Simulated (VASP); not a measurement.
# Al (Fm-3m) in VASP: notebook, part 2 of 2

VASP 6.6.1.

## Step 3: Single point, r2SCAN

This run uses another cell than the first one, of 15.95 Å³/atom, 1.019 times its volume.

POSCAR reads:

```
Al
1.0
    0.0000000000      1.9979205435      1.9979205435
    1.9979205435      0.0000000000      1.9979205435
    1.9979205435      1.9979205435      0.0000000000
Al
1
Direct
    0.0000000000      0.0000000000      0.0000000000
```

INCAR.step1 reads:

```
SYSTEM = Al
PREC = Accurate
ENCUT = 520
ISMEAR = -1
SIGMA = 0.05
LREAL = .False.
LASPH = .True.
NELM = 60
NBANDS = 8
GGA = PE
ALGO = Normal
EDIFF = 1E-4
LWAVE = .True.
LCHARG = .False.
```

INCAR.step2 reads:

```
SYSTEM = Al
PREC = Accurate
ENCUT = 520
EDIFF = 1E-6
ISMEAR = -1
SIGMA = 0.05
LREAL = .False.
LASPH = .True.
NELM = 60
ALGO = Normal
ISIF = 2
LWAVE = .False.
LCHARG = .True.
METAGGA = R2SCAN
LMIXTAU = .True.
LELF = .True.
LVHAR = .True.
NBANDS = 8
ISTART = 1
```

KPOINTS reads:

```
regular mesh
0
Gamma
  11 11 11
  0 0 0
```

Potentials or basis: VASP PAW PBE potentials, release 64 (Al).

Started as:

```sh
cat potpaw_PBE.64/Al/POTCAR > POTCAR
cp INCAR.step1 INCAR
mpirun -np 1 vasp_std > vasp.out
cp INCAR.step2 INCAR
mpirun -np 1 vasp_std > vasp.out
```

OUTCAR:

```text
SYSTEM = Al
   PREC = Accurate
   ENCUT = 520
   EDIFF = 1E-6
   ISMEAR = -1
   LREAL = .False.
   LASPH = .True.
   NELM = 60
   ISIF = 2
   METAGGA = R2SCAN
   ISTART = 1

 ion  position               nearest neighbor table
   1  0.000  0.000  0.000-

  LATTYP: Found a face centered cubic cell.
 ALAT       =     3.9958410870

  Lattice vectors:

 A1 = (   0.0000000000,   1.9979205435,   1.9979205435)
 A2 = (   1.9979205435,   0.0000000000,   1.9979205435)
 A3 = (   1.9979205435,   1.9979205435,   0.0000000000)

Analysis of symmetry for initial positions (statically):
=====================================================================
 Subroutine PRICEL returns:
 Original cell was already a primitive cell.

 Routine SETGRP: Setting up the symmetry group for a
 face centered cubic supercell.

 Subroutine GETGRP returns: Found 48 space group operations
[... 9 lines left out ...]

 Routine SETGRP: Setting up the symmetry group for a
 face centered cubic supercell.

 Subroutine GETGRP returns: Found 48 space group operations
 (whereof 48 operations were pure point group operations)
 out of a pool of 48 trial point group operations.

The dynamic configuration has the point symmetry O_h .

 Subroutine INISYM returns: Found 48 space group operations
 (whereof 48 operations are pure point group operations),
 and found     1 'primitive' translations

----------------------------------------------------------------------------------------

                                     Primitive cell

  volume of cell :      15.9501

  direct lattice vectors                    reciprocal lattice vectors
     0.000000000  1.997920544  1.997920544    -0.250260203  0.250260203  0.250260203
     1.997920544  0.000000000  1.997920544     0.250260203 -0.250260203  0.250260203
     1.997920544  1.997920544  0.000000000     0.250260203  0.250260203 -0.250260203

[... 94 lines left out ...]
   EMIN   =  10.00;   EMAX   =-10.00  energy-range for DOS
   EFERMI =   0.00;   METHOD = LEGACY
   ISMEAR =    -1;   SIGMA  =   0.05  broadening in eV -4-tet -1-fermi 0-gaus
   EFERMI_NEDOS =   21; number of points for ismear=-14 and -15
   IALGO  =     38    algorithm
   IMIX   =      4    mixing-type and parameters
     AMIX     =   0.40;   BMIX     =  1.00
     AMIX_MAG =   1.60;   BMIX_MAG =  1.00
  volume/ion in A,a.u.               =      15.95       107.64
  Fermi-wavevector in a.u.,A,eV,Ry     =   0.937980  1.772526 11.970501  0.879807
  Thomas-Fermi vector in A             =   2.065146
   LORBIT       =      0    0 simple, 1 ext, 2 COOP (PROOUT), +10 PAW based schemes
   METAGGA = R2SCAN    functional components
   LHFCALC =     F    Hartree Fock is set to
   AEXX    =    0.0000 exact exchange contribution
   IVDW    =     0    specifies the selected vdW correction
   LEPSILON=     F    determine dielectric tensor
   LRPA    =     F    only Hartree local field effects (RPA)
 non-spin polarized calculation
  energy-cutoff  :      520.00
  volume of cell :       15.95
 maximum number of plane-waves:       444
 NGX is ok and might be reduce to    24
   NGX = 11   NGY = 11   NGZ = 11

 number of electron       3.0000000 magnetization

 Free energy of the ion-electron system (eV)
  ---------------------------------------------------
  ext. energy  EPLUGINS =         0.00000000
  ---------------------------------------------------
  free energy    TOTEN  =        -6.74634378 eV

  energy without entropy =       -6.74264249  energy(sigma->0) =       -6.74449314

 E-fermi :   8.3699     XC(G=0): -11.0343

 val. band max:        8.3168588680   @ k =  -0.3636   0.3636   0.0000
 cond. band min:       8.4115737024   @ k =   0.4545   0.1818   0.0909
 fundamental gap:      0.0947148344
 Fermi energy:         8.3698609417

 k-point     1 :       0.0000    0.0000    0.0000
  band No.  band energies     occupation
      1      -3.7082      2.00000
      2      21.8917      0.00000
      3      21.8917      0.00000
      4      21.8917      0.00000
      5      24.0689      0.00000
      6      24.0689      0.00000
      7      24.0689      0.00000
      8      25.9832      0.00000
[... 243 lines left out ...]
 k-point    24 :      -0.1818    0.1818    0.0000
  band No.  band energies     occupation
      1      -1.1271      2.00000
      2      12.4505      0.00000
      3      14.2276      0.00000
      4      21.3429      0.00000
      5      23.5134      0.00000
      6      24.4108      0.00000
      7      26.0277      0.00000
      8      26.9546      0.00000

 [... further k-points ...]
[... 5 lines left out ...]
  --------------------------------------------------------------------------------------
  -------------------------------------------------------------------------------------
  Total       -0.0314698     -0.0314698     -0.0314698     -0.0000000     -0.0000000      0.0000000
  in kB       -3.1611104     -3.1611104     -3.1611104     -0.0000000     -0.0000000      0.0000000
  external PRESSURE =      -3.1611104 kB  Pullay stress =       0.0000000 kB

 VOLUME and BASIS-vectors are now :
 -----------------------------------------------------------------------------
  energy-cutoff  :      520.00
  volume of cell :       15.95
      direct lattice vectors                 reciprocal lattice vectors
     0.000000000  1.997920544  1.997920544    -0.250260203  0.250260203  0.250260203
     1.997920544  0.000000000  1.997920544     0.250260203 -0.250260203  0.250260203
     1.997920544  1.997920544  0.000000000     0.250260203  0.250260203 -0.250260203

 POSITION                                       TOTAL-FORCE (eV/Angst)
 -----------------------------------------------------------------------------------
      0.00000      0.00000      0.00000         0.000000      0.000000      0.000000
 -----------------------------------------------------------------------------------
    total drift:                               -0.000000      0.000000      0.000000

  FREE ENERGIE OF THE ION-ELECTRON SYSTEM (eV)
  ---------------------------------------------------
  free  energy   TOTEN  =        -6.7463437822 eV

  energy  without entropy=       -6.7426424904  energy(sigma->0) =       -6.74449314
```

OUTCAR.step1:

```text
SYSTEM = Al
   PREC = Accurate
   ENCUT = 520
   ISMEAR = -1
   LREAL = .False.
   LASPH = .True.
[... 481 lines left out ...]
 -----------------------------------------------------------------------------------
      0.00000      0.00000      0.00000         0.000000      0.000000     -0.000000
 -----------------------------------------------------------------------------------
    total drift:                               -0.000000      0.000000      0.000000

  FREE ENERGIE OF THE ION-ELECTRON SYSTEM (eV)
  ---------------------------------------------------
  free  energy   TOTEN  =        -3.7508886462 eV

  energy  without entropy=       -3.7469442388  energy(sigma->0) =       -3.74891644
```

OSZICAR.step1:

```text
N       E                     dE             d eps       ncg     rms          rms(c)
DAV:   1    -0.204047062022E+01   -0.20405E+01   -0.87192E+02   904   0.204E+02
DAV:   2    -0.376553275882E+01   -0.17251E+01   -0.16668E+01  1240   0.203E+01
DAV:   3    -0.377389139963E+01   -0.83586E-02   -0.83583E-02  1200   0.160E+00
DAV:   4    -0.377391022390E+01   -0.18824E-04   -0.18824E-04  1312   0.663E-02
DAV:   5    -0.377391028526E+01   -0.61364E-07   -0.62214E-07  1232   0.212E-03    0.136E+00
DAV:   6    -0.376058811207E+01    0.13322E-01   -0.14838E-03  1176   0.184E-01    0.788E-01
DAV:   7    -0.375089316252E+01    0.96949E-02   -0.44828E-03  1192   0.299E-01    0.153E-01
DAV:   8    -0.375088864618E+01    0.45163E-05   -0.12572E-05  1152   0.253E-02
   1 F= -.37508886E+01 E0= -.37489164E+01  d E =-.394441E-02
```

It took 12 s on 1 thread of Intel Xeon 6975P-C (Granite Rapids), shared host; peak memory 0.13 GiB.

Results:

| Quantity | Value |
| --- | --- |
| Free energy | -6.7463 eV |
| Pressure | -0.3 GPa |

Caveat: the PAW data sets were made with another functional, which shifts forces and pressure a little.

## Step 4: Relaxation of cell and atoms, r2SCAN+D3(BJ)

This run uses another cell than the first one, of 16.60 Å³/atom, 1.060 times its volume.

POSCAR reads:

```
Al
1.0
    0.0000000000      2.0248050000      2.0248050000
    2.0248050000      0.0000000000      2.0248050000
    2.0248050000      2.0248050000      0.0000000000
Al
1
Direct
    0.0000000000      0.0000000000      0.0000000000
```

INCAR.step1 reads:

```
SYSTEM = Al
  ALGO = Normal
  EDIFF = 1E-4
  ENCUT = 600
  GGA = PE
  ISMEAR = -1
  LASPH = .True.
  LCHARG = .False.
  LREAL = .False.
  LWAVE = .True.
  NELM = 100
  PREC = Accurate
  SIGMA = 0.05
```

INCAR.step2 reads:

```
SYSTEM = Al
  ALGO = Normal
  EDIFF = 1E-6
  EDIFFG = -0.01
  ENCUT = 600
  IBRION = 2
  ISIF = 3
  ISMEAR = -1
  ISTART = 1
  IVDW = 12
  LASPH = .True.
  LCHARG = .False.
  LMIXTAU = .True.
  LREAL = .False.
  LWAVE = .False.
  METAGGA = R2SCAN
  NELM = 100
  NSW = 60
  PREC = Accurate
  SIGMA = 0.05
  VDW_A1 = 0.49484001
  VDW_A2 = 5.73083694
  VDW_S6 = 1.0
  VDW_S8 = 0.78981345
```

KPOINTS reads:

```
k-points
0
Gamma
  11 11 11
  0 0 0
```

Started as:

```sh
cat potpaw_PBE.64/Al/POTCAR > POTCAR
cp INCAR.step1 INCAR
mpirun -np 1 vasp_std > vasp.out
cp INCAR.step2 INCAR
mpirun -np 1 vasp_std > vasp.out
```

Run time: 20 s. Hardware: 1 thread of Intel Xeon 6975P-C (Granite Rapids), shared host; peak memory 0.15 GiB.

Results (log left out):

* Free energy: -6.9135 eV
* Relaxed volume: 15.60 Å³/atom
* Relaxed cell: a = 2.804 Å, b = 2.804 Å, c = 2.804 Å, α = 60.00°, β = 60.00°, γ = 60.00°
* Space group after relaxing (to 0.05 Å): Fm-3m (No. 225)
* Energy gained by relaxing: 17.3 meV/atom
* Ionic steps: 3
* Pressure after relaxing: 0.0 GPa
* Dispersion energy per atom: -0.169 eV

Step by step:
```
step  energy change (eV)  largest force (eV/Å)  pressure (GPa)  volume (Å³)
   1              0.0000                0.0000           -5.20        16.60
   2             -0.0160                0.0000            1.67        15.34
   3             -0.0173                0.0000            0.03        15.60
```

Final structure:
```yaml
crystal:
  lattice:
    - [0.00000, 1.98305, 1.98305]
    - [1.98305, 0.00000, 1.98305]
    - [1.98305, 1.98305, 0.00000]
  atoms:
    - { symbol: Al, position: [0.00000, 0.00000, 0.00000] }
```

Levels at points of the mesh, in eV from the Fermi level:
| k point | band 1 | band 2 | band 3 | band 4 | band 5 |
| --- | --- | --- | --- | --- | --- |
| (0.00, 0.00, 0.00) | -12.24 | 13.65 | 13.65 | 13.65 | 16.02 |

Caveat: the PAW data sets were made with another functional, which shifts forces and pressure a little; pairwise dispersion overbinds metals, which lowers pressure and volume.

## Step 5: Relaxation of cell and atoms, r2SCAN

This run uses another cell than the first one, of 16.60 Å³/atom, 1.060 times its volume.

POSCAR is that of step 4.

INCAR.step1 reads:

```
SYSTEM = Al
PREC = Accurate
ENCUT = 600
ISMEAR = -1
SIGMA = 0.05
LREAL = .False.
LASPH = .True.
NELM = 80
GGA = PE
ALGO = Normal
EDIFF = 1E-4
LWAVE = .True.
LCHARG = .False.
```

INCAR.step2 reads:

```
SYSTEM = Al
PREC = Accurate
ENCUT = 600
EDIFF = 1E-6
ISMEAR = -1
SIGMA = 0.05
LREAL = .False.
LASPH = .True.
NELM = 80
ALGO = Normal
ISIF = 3
LWAVE = .False.
LCHARG = .False.
METAGGA = R2SCAN
LMIXTAU = .True.
IBRION = 2
NSW = 60
EDIFFG = -0.01
ISTART = 1
```

KPOINTS reads:

```
regular mesh
0
Gamma
  11 11 11
  0 0 0
```

Started as:

```sh
cat potpaw_PBE.64/Al/POTCAR > POTCAR
cp INCAR.step1 INCAR
mpirun -np 1 vasp_std > vasp.out
cp INCAR.step2 INCAR
mpirun -np 1 vasp_std > vasp.out
```

It took 19 s on 1 thread of Intel Xeon 6975P-C (Granite Rapids), shared host; peak memory 0.14 GiB.

Results (log left out):

```yaml
Free_energy: -6.7464 eV
Relaxed_volume: 15.89 Å³/atom
Relaxed_cell: a = 2.822 Å, b = 2.822 Å, c = 2.822 Å, α = 60.00°, β = 60.00°, γ = 60.00°
Space_group_after_relaxing_to_0.05_Å: Fm-3m (No. 225)
Energy_gained_by_relaxing: 8.5 meV/atom
Ionic_steps: 3
Pressure_after_relaxing: 0.0 GPa
```

Step by step:
```csv
step,energy change (eV),largest force (eV/Å),pressure (GPa),volume (Å³)
1,0.0000,0.0000,-3.64,16.60
2,-0.0079,0.0000,1.08,15.71
3,-0.0085,0.0000,0.03,15.89
```

Final structure:
```yaml
crystal:
  lattice:
    - [0.00000, 1.99531, 1.99531]
    - [1.99531, 0.00000, 1.99531]
    - [1.99531, 1.99531, 0.00000]
  atoms:
    - { symbol: Al, position: [0.00000, 0.00000, 0.00000] }
```

Levels at points of the mesh, in eV from the Fermi level:
| k point | band 1 | band 2 | band 3 | band 4 |
| --- | --- | --- | --- | --- |
| (0.00, 0.00, 0.00) | -12.11 | 13.54 | 13.54 | 13.54 |

Caveat: the PAW data sets were made with another functional, which shifts forces and pressure a little.

## Step 6: Overview

| task | level | cell | cutoff (eV) | gap on the mesh (eV) | pressure (GPa) | relaxed volume (Å³/atom) |
| --- | --- | --- | --- | --- | --- | --- |
| single point | r2SCAN+D3(BJ) | a = 2.808 Å, angles 60.0°, 1 atom | 520 | none | -0.3 | - |
| single point | r2SCAN | a = 2.825 Å, angles 60.0°, 1 atom | 520 | none | -0.3 | - |
| relaxation of cell and atoms | r2SCAN+D3(BJ) | relaxed from a = 2.864 Å, angles 60.0°, 1 atom | 600 | none | 0.0 | 15.60 |
| relaxation of cell and atoms | r2SCAN | relaxed from a = 2.864 Å, angles 60.0°, 1 atom | 600 | none | 0.0 | 15.89 |

Alike in all rows: potentials or basis VASP PAW PBE potentials, release 64 (Al); no spin polarisation; k mesh 11 × 11 × 11; smearing fermi-dirac 0.05 eV.

Caveats: the PAW data sets were made with another functional, which shifts forces and pressure a little; pairwise dispersion overbinds metals, which lowers pressure and volume (some runs).

Total energies depend on the potentials used, so only differences within one code and one set of settings carry meaning.

## Step 7: How close it comes

Step 4. The cell as given is a measured one (16.60 Å³/atom); r2SCAN+D3(BJ) puts the equilibrium volume -6.1 % from it, thermal expansion not counted.

Step 5. The cell as given is a measured one (16.60 Å³/atom); r2SCAN puts the equilibrium volume -4.3 % from it, thermal expansion not counted.
